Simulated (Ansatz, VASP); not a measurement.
One calculation of Pb, two programs

```
CELL_PARAMETERS angstrom
0.00000 2.49464 2.49464
2.49464 0.00000 2.49464
2.49464 2.49464 0.00000
ATOMIC_POSITIONS crystal
Pb 0.00000 0.00000 0.00000
```

Alike in both runs: task single point; functional r2SCAN; k mesh 9 × 9 × 9; occupations fermi-dirac, width 0.1 eV; no spin polarisation.

|  | VASP | Ansatz |
| --- | --- | --- |
| version | VASP 6.6.1 | Ansatz 0.2.0 |
| potentials or method | VASP PAW PBE potentials, release 64 (Pb_d), cutoff 520 eV | plane waves (500 eV) with PAW, scalar-relativistic |
| valence electrons in the cell | 14 | 14 |

|  | VASP | Ansatz | Ansatz less VASP |
| --- | --- | --- | --- |
| pressure (GPa) | 0.0 | 0.0 | +0.01 |

VASP's potentials were made for PBE, not for r2SCAN.

Spin-orbit coupling is off throughout.
